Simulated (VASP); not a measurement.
Here is a VASP 6.6.1 calculation.

Contents of INCAR:

```
PREC     = Accurate       # precision mode
ENCUT    = 520            # plane-wave cutoff, eV
EDIFF    = 1E-6           # SCF threshold, eV
ISMEAR   = -1             # smearing method
SIGMA    = 0.24           # smearing width, eV
LREAL    = Auto         
LASPH    = T              # aspherical terms in the spheres
NELM     = 80             # most SCF steps
ALGO     = Normal         # electronic algorithm
ISIF     = 2              # what is computed and relaxed
LWAVE    = F              # write WAVECAR
LCHARG   = F              # write CHGCAR
GGA      = PE             # functional
IVDW     = 12             # dispersion correction
NBANDS   = 60             # bands
```

The input KPOINTS:

```
regular mesh
0
Gamma
  2 2 2
```

File POSCAR:

```
Be
1.0
    6.9826430000      0.0000000000      0.0000000000
   -3.4913210000      6.0471460000      0.0000000000
    0.0000000000      0.0000000000      7.2945340000
Be
36
Direct
    0.0320510915     -0.0039522777      0.0190690728
    0.1815670383      0.2019630417      0.2531895800
    0.0113214293     -0.0284266330      0.5153036507
    0.1503543820      0.2329694041      0.7922781633
    0.0979390600      0.3634937870      0.0191376173
    0.1296047030      0.5504745544      0.2579739844
   -0.0038933552      0.2988021126      0.4675418608
    0.1094288509      0.5206919099      0.6999898828
   -0.0191207892      0.5888562968      0.0142709596
    0.1352854638      0.8607200818      0.2419208684
   -0.0441099708      0.7012233540      0.5522217046
    0.0831170460      0.8427115866      0.7853551714
    0.3801997887     -0.0255492426      0.0383574879
    0.4755821530      0.1880721914      0.2321601352
    0.2643232784     -0.0677178954      0.5230765941
    0.4520339299      0.2439167171      0.7009769233
    0.3872238135      0.3467586197      0.0022345499
    0.4127283597      0.5108194841      0.2732868200
    0.3150751382      0.3646348211      0.5205267396
    0.4319086500      0.5622983139      0.7697407401
    0.3291532983      0.6635196174     -0.0186440971
    0.4419725637      0.8659291507      0.2655961299
    0.4032345900      0.6897799392      0.5077226318
    0.4477957543      0.9462314950      0.7545101579
    0.7509157531      0.0296668875     -0.0457602912
    0.7768001244      0.1915945142      0.2199043832
    0.6934809416      0.0219773096      0.4365871761
    0.7990551819      0.2091234443      0.7075023572
    0.6737973449      0.2657121227     -0.0551234664
    0.7644399184      0.5328960141      0.2241815584
    0.7021661286      0.3404085167      0.4696393217
    0.7757932783      0.5282491939      0.6929298020
    0.7723315311      0.6953858895     -0.0456917467
    0.8733843515      0.9531438467      0.2792776070
    0.6056837601      0.5749323731      0.4974135428
    0.6858591068      0.8240746957      0.6912984435
```

Potentials or basis: VASP PAW PBE potentials, release 64 (Be).

The run is started by

```bash
$ cat potpaw_PBE.64/Be/POTCAR > POTCAR
$ mpirun -np 1 vasp_std > vasp.out
```

Q: Estimate the dispersion energy per atom.

A: -0.327 eV.

Q: Predict the largest force.

A: 6.416 eV/Å.

Q: Predict the pressure.

A: -1.6 GPa.

Q: Predict the band gap on the k mesh.

A: Zero (bands 36 and 37 overlap by 0.38 eV).

Stress tensor (GPa, compression positive):
```
-1.07  2.82 -0.29
 2.82  0.19 -2.38
-0.29 -2.38 -3.84
```

Caveat: the k points lie up to 0.52 Å⁻¹ apart; the atoms stand as in a frame of molecular dynamics; forces of over 1 eV/Å act on the atoms, so gaps and moduli don't describe the material at rest.
